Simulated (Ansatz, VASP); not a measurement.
**One calculation of B6I, two programs**

Contents of INCAR:

```
ALGO = Normal ; EDIFF = 1E-6
EDIFFG = -0.01 ; ENCUT = 600
GGA = PE ; IBRION = 2
ISIF = 3 ; ISMEAR = 0
LASPH = T ; LCHARG = F
LREAL = F ; LWAVE = F
NELM = 80 ; NSW = 100
PREC = Accurate ; SIGMA = 0.1
```

Contents of KPOINTS:

```
k-points
0
Gamma
  12 12 8
```

File POSCAR:

```
B6I
1.0
    5.5314783652      0.0000000000      0.0000000000
   -2.7657391826      4.7904007847      0.0000000000
    0.0000000000      0.0000000000      4.6853744960
B I
6 1
Direct
    0.3333333333      0.6666666667      0.5000000000
    0.6666666667      0.3333333333      0.5000000000
    0.5000000000      0.0000000000      0.5000000000
    0.0000000000      0.5000000000      0.5000000000
    0.5000000000      0.5000000000      0.5000000000
    0.0000000000      0.0000000000      0.5000000000
    0.0000000000      0.0000000000      0.0000000000
```

Input for Ansatz:

```yaml
crystal:
  lattice:
    - [5.5314783652, 0.0, 0.0]
    - [-2.7657391826, 4.7904007847, 0.0]
    - [0.0, 0.0, 4.685374496]
  atoms:
    - { symbol: B, position: [0.3333333333, 0.6666666667, 0.5] }
    - { symbol: B, position: [0.6666666667, 0.3333333333, 0.5] }
    - { symbol: B, position: [0.5, 0.0, 0.5] }
    - { symbol: B, position: [0.0, 0.5, 0.5] }
    - { symbol: B, position: [0.5, 0.5, 0.5] }
    - { symbol: B, position: [0.0, 0.0, 0.5] }
    - { symbol: I, position: [0.0, 0.0, 0.0] }
basis:
  ecutwfc: 420
kpoints:
  mp_grid: { grid: [12, 12, 8] }
hamiltonian:
  xc: pbe
scf:
  occupations: { method: gaussian, width: 0.1 }
output:
  forces: true
  stress: true
  eigenvalues: true
relax:
  adjacent_minimum: "off"
  f_tol: 0.01
  max_steps: 80
  cell: { stress_tol: 0.05 }
```

Alike in both runs: task relaxation of cell and atoms; functional PBE; k mesh 12 × 12 × 8; occupations gaussian, width 0.1 eV; no spin polarisation.

|  | VASP | Ansatz |
| --- | --- | --- |
| version | VASP 6.6.1 | Ansatz 0.2.0 |
| potentials or method | VASP PAW PBE potentials, release 64 (B, I), cutoff 600 eV | scalar-relativistic, plane waves, PAW |
| valence electrons in the cell | 25 | 35 |

Ansatz gave:

| Quantity | Value |
| --- | --- |
| gap on the k mesh at the Fermi level, each at its own relaxed structure (eV) | none |
| relaxed volume (Å³/atom) | 17.35 |
| relaxed length of the cell vector where the two differ most in proportion (Å) | 4.564 |

Question: Which values does VASP return?

Answer: gap on the k mesh at the Fermi level, each at its own relaxed structure (eV): none; relaxed volume (Å³/atom): 17.32; relaxed length of the cell vector where the two differ most in proportion (Å): 4.559.

A gap of «none» marks a metal or a gap that the smearing closes. VASP's potentials hold 25 valence electrons a cell and Ansatz's 35, so a difference there can come from the potentials and not from the codes.

Neither program's run includes spin-orbit coupling.
